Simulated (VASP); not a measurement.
**Nb: single point with PBE**

The system is Nb.

```
Nb
1.0
     0.00000    2.15060    2.15060
     2.15060    0.00000    2.15060
     2.15060    2.15060    0.00000
Nb
1
Direct
  0.00000 0.00000 0.00000
```

This isn't the form of Nb at room conditions, which is bcc.

```yaml
Program: VASP 6.6.1
Task: single point
Functional: PBE
Potentials_or_basis: VASP PAW PBE potentials, release 64 (Nb_sv)
Cutoff: 520 eV
k_mesh: 18 × 18 × 18
Occupations: gaussian, width 0.1 eV
Spin: no spin polarisation
```

- Pressure: -8.9 GPa
- Band gap on the k mesh: zero (an odd number of electrons rules out a gap without spin polarisation)

Levels at points of the mesh, in eV from the Fermi level:
| k point | band 3 | band 4 | band 5 | band 6 | band 7 | band 8 | band 9 | band 10 |
| --- | --- | --- | --- | --- | --- | --- | --- | --- |
| (0.00, 0.00, 0.00) | -30.36 | -30.36 | -6.08 | 0.13 | 0.13 | 0.13 | 2.52 | 2.52 |
| (0.50, 0.00, 0.00) | -30.49 | -30.49 | -3.62 | -0.03 | -0.03 | 1.17 | 4.31 | 4.31 |
| (0.50, 0.50, 0.00) | -30.71 | -30.71 | -3.75 | -3.05 | 3.26 | 4.30 | 4.82 | 4.82 |

It took 38 s on 1 thread of Intel Xeon 8259CL, with other jobs on the host, peak memory 0.17 GiB.

Caveat: the cell stands under tension.
